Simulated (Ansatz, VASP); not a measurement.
# WS2 in VASP and in Ansatz

The input INCAR:

```
  PREC = Accurate
  ENCUT = 520
  EDIFF = 1E-6
  ISMEAR = 0
  SIGMA = 0.05
  LREAL = F
  LASPH = T
  NELM = 100
  ALGO = Normal
  ISIF = 2
  LWAVE = F
  LCHARG = F
  GGA = PE
  IVDW = 12
  NBANDS = 35
```

KPOINTS

```
regular mesh
0
Gamma
  10 10 3
```

The input POSCAR:

```
WS2
1.0
   -3.1542061832      0.0000000000      0.0000000000
   -1.5771030916     -2.7316226834      0.0000000000
   -3.5484819561     -2.0487170126     12.1399091344
W S
2 4
Direct
    0.1458333333      0.1458333333      0.2500000000
    0.1041666667      0.1041666667      0.7500000000
   -0.1318822322     -0.1318822322      0.6202874207
    0.5764511011      0.5764511011      0.1202874207
   -0.3264511011     -0.3264511011      0.8797125793
    0.3818822322      0.3818822322      0.3797125793
```

Input for Ansatz:

```yaml
crystal:
  lattice:
    - [-3.1542061832, 0.0, 0.0]
    - [-1.5771030916, -2.7316226834, 0.0]
    - [-3.5484819561, -2.0487170126, 12.1399091344]
  atoms:
    - { symbol: W, position: [0.1458333333, 0.1458333333, 0.25] }
    - { symbol: W, position: [0.1041666667, 0.1041666667, 0.75] }
    - { symbol: S, position: [-0.1318822322, -0.1318822322, 0.6202874207] }
    - { symbol: S, position: [0.5764511011, 0.5764511011, 0.1202874207] }
    - { symbol: S, position: [-0.3264511011, -0.3264511011, 0.8797125793] }
    - { symbol: S, position: [0.3818822322, 0.3818822322, 0.3797125793] }
basis:
  ecutwfc: 420
kpoints:
  mp_grid: { grid: [10, 10, 3] }
hamiltonian:
  xc: pbe
  dispersion: d3bj
scf:
  occupations: { method: gaussian, width: 0.05 }
output:
  forces: true
  stress: true
  eigenvalues: true
```

Alike in both runs: task single point; functional PBE; dispersion D3(BJ); k mesh 10 × 10 × 3; occupations gaussian, width 0.05 eV; no spin polarisation.

```csv
,VASP,Ansatz
version,VASP 6.6.1,Ansatz 0.2.0
potentials or method,"VASP PAW PBE potentials, release 64 (W_sv, S), cutoff 520 eV","scalar-relativistic, plane waves, PAW"
valence electrons in the cell,52,52
```

Ansatz gave:

* gap on the k mesh at the Fermi level (eV): 0.83
* least direct gap on the mesh (eV): 2.01
* pressure (GPa): 1.0
* traceless stress, the component that is largest in VASP (GPa): 1.84
* rms of the force components (eV/Å): 0.169

**Question.** What did VASP give for the same quantities?

**Answer.** gap on the k mesh at the Fermi level (eV): 0.84; least direct gap on the mesh (eV): 2.03; pressure (GPa): 0.9; traceless stress, the component that is largest in VASP (GPa): 1.85; rms of the force components (eV/Å): 0.169.

Atom by atom the forces differ by 0.001 eV/Å (rms over components).

Neither program's run includes spin-orbit coupling.
